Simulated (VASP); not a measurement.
Input of a VASP 6.6.1 run:

The input INCAR:

```
SYSTEM = SnO2
ALGO = Normal
EDIFF = 1E-6
EDIFFG = -0.01
ENCUT = 600
GGA = PE
IBRION = 2
ISIF = 4
ISMEAR = 0
LASPH = .TRUE.
LCHARG = .FALSE.
LREAL = .FALSE.
LWAVE = .FALSE.
NELM = 100
NSW = 50
PREC = Accurate
SIGMA = 0.02
```

KPOINTS

```
k-points
0
G
  10 10 10
  0 0 0
```

File POSCAR:

```
SnO2
1.0
   -2.0056701233      2.0056701233      5.1290384714
    2.0056701233     -2.0056701233      5.1290384714
    2.0056701233      2.0056701233     -5.1290384714
Sn O
2 4
Direct
    0.7500000000      0.2500000000      0.5000000000
    0.0000000000      0.0000000000      0.0000000000
    0.7975932603      0.7975932603      0.0000000000
    0.9524067397      0.4524067397      0.5000000000
    0.2024067397      0.2024067397      0.0000000000
    0.5475932603      0.0475932603      0.5000000000
```

Potentials or basis: VASP PAW PBE potentials, release 64 (Sn_d, O).

Command:

```sh
$ cat potpaw_PBE.64/Sn_d/POTCAR potpaw_PBE.64/O/POTCAR > POTCAR
$ mpirun -np 1 vasp_std > vasp.out
```

**Question.** What does it give for the band gap on the k mesh?

**Answer.** 1.57 eV, indirect (least direct gap 1.95 eV).

Forces in eV/Å, atoms in the order of the input:
```
Sn   0.000  0.000  0.000
Sn   0.000  0.000  0.000
O    0.000  0.000 -0.006
O    0.000  0.000  0.006
O    0.000  0.000  0.006
O    0.000  0.000 -0.006
```

Caveat: spin-orbit coupling is left out, which moves the levels of the heavy elements. A k mesh can miss the band edges.
